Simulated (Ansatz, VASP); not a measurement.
# In3GeO2: VASP beside Ansatz

INCAR

```
SYSTEM = In3GeO2
PREC = Accurate ; ENCUT = 520
EDIFF = 1E-7 ; ISMEAR = 0
SIGMA = 0.1 ; LREAL = .False.
LASPH = .True. ; NELM = 80
ALGO = Normal ; ISIF = 2
LWAVE = .False. ; LCHARG = .True.
GGA = PE ; LELF = .True.
LVHAR = .True. ; NBANDS = 42
```

Contents of KPOINTS:

```
regular mesh
0
Gamma
  6 6 2
  0 0 0
```

File POSCAR:

```
In3GeO2
1.0
    4.1510791300      0.0000000000      0.0000000000
   -2.0755395600      3.5949399800      0.0000000000
    0.0000000000      0.0000000000      7.9156899600
In Ge O
3 1 2
Direct
    0.3333333300      0.6666666700      0.6596022800
    0.6666666700      0.3333333300      0.6596022800
    0.0000000000      0.0000000000      0.9134123100
    0.0000000000      0.0000000000      0.2541930300
    0.3333333300      0.6666666700      0.9302913400
    0.6666666700      0.3333333300      0.9302913400
```

Input for Ansatz:

```yaml
crystal:
  lattice:
    - [4.15107913, 0.0, 0.0]
    - [-2.07553956, 3.59493998, 0.0]
    - [0.0, 0.0, 7.91568996]
  atoms:
    - { symbol: In, position: [0.33333333, 0.66666667, 0.65960228] }
    - { symbol: In, position: [0.66666667, 0.33333333, 0.65960228] }
    - { symbol: In, position: [0.0, 0.0, 0.91341231] }
    - { symbol: Ge, position: [0.0, 0.0, 0.25419303] }
    - { symbol: O, position: [0.33333333, 0.66666667, 0.93029134] }
    - { symbol: O, position: [0.66666667, 0.33333333, 0.93029134] }
basis:
  ecutwfc: 420
kpoints:
  mp_grid: { grid: [6, 6, 2] }
hamiltonian:
  xc: pbe
scf:
  occupations: { method: gaussian, width: 0.1 }
  lower_state_search: "off"
output:
  forces: true
  stress: true
  eigenvalues: true
```

Alike in both runs: task single point; functional PBE; k mesh 6 × 6 × 2; occupations gaussian, width 0.1 eV; no spin polarisation.

```csv
,VASP,Ansatz
version,VASP 6.6.1,Ansatz 0.2.0
potentials or method,"VASP PAW PBE potentials, release 64 (In_d, Ge_d, O), cutoff 520 eV","scalar-relativistic, plane waves, PAW"
valence electrons in the cell,65,65
```

```tsv
	VASP	Ansatz	Ansatz less VASP
gap on the k mesh at the Fermi level (eV)	none	none	-
pressure (GPa)	19.5	19.3	-0.18
traceless stress, the component that is largest in VASP (GPa)	-11.43	-11.54	-0.105
rms of the force components (eV/Å)	0.742	0.725	-0.0168
```

Atom by atom the forces differ by 0.030 eV/Å (rms over components). A gap of «none» marks a metal or a gap that the smearing closes.

The k mesh is coarse, so the values compare programs but aren't converged.
